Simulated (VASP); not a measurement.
The system is BaTiO3.

```
CELL_PARAMETERS angstrom
-0.09159 0.02278 -3.96240
3.88088 4.13178 0.06850
3.92317 -4.17407 0.11386
ATOMIC_POSITIONS crystal
Ba 0.99749 0.00015 0.00043
Ba 0.99982 0.49875 0.50109
Ti 0.50075 0.49906 0.99785
Ti 0.50366 0.99877 0.49738
O 0.99896 0.49878 0.99824
O 0.00194 0.99976 0.50212
O 0.49413 0.25153 0.25251
O 0.49937 0.75231 0.74826
O 0.50326 0.25086 0.74969
O 0.50062 0.75003 0.25243
```

Base run:

| Quantity | Value |
| --- | --- |
| Program | VASP 6.6.1 |
| Functional | PBE |
| Potentials or basis | VASP PAW PBE potentials, release 64 (Ba_sv, Ti_sv, O) |
| Cutoff | 520 eV |
| k mesh | 7 × 5 × 5 |
| Occupations | fermi-dirac, width 0.05 eV |
| Spin | no spin polarisation |

Its results: band gap on the k mesh 1.57 eV; pressure 4.7 GPa; largest force 0.263 eV/Å.

Task: The run is repeated on the same cell with these changes: functional from PBE to PBEsol; hubbard terms from none to Ti d U = 1.0 eV. What comes out?

Result: Band gap on the k mesh 1.63 eV; pressure -0.7 GPa; largest force 0.258 eV/Å.

Several settings changed at once.

Caveats: spin-orbit coupling is left out, which moves the levels of the heavy elements; an odd mesh through Γ misses points on the zone boundary, where band edges can lie; the cell stands under pressure (at least some runs); the PAW data sets were made with another functional, which shifts forces and pressure a little (at least some runs).
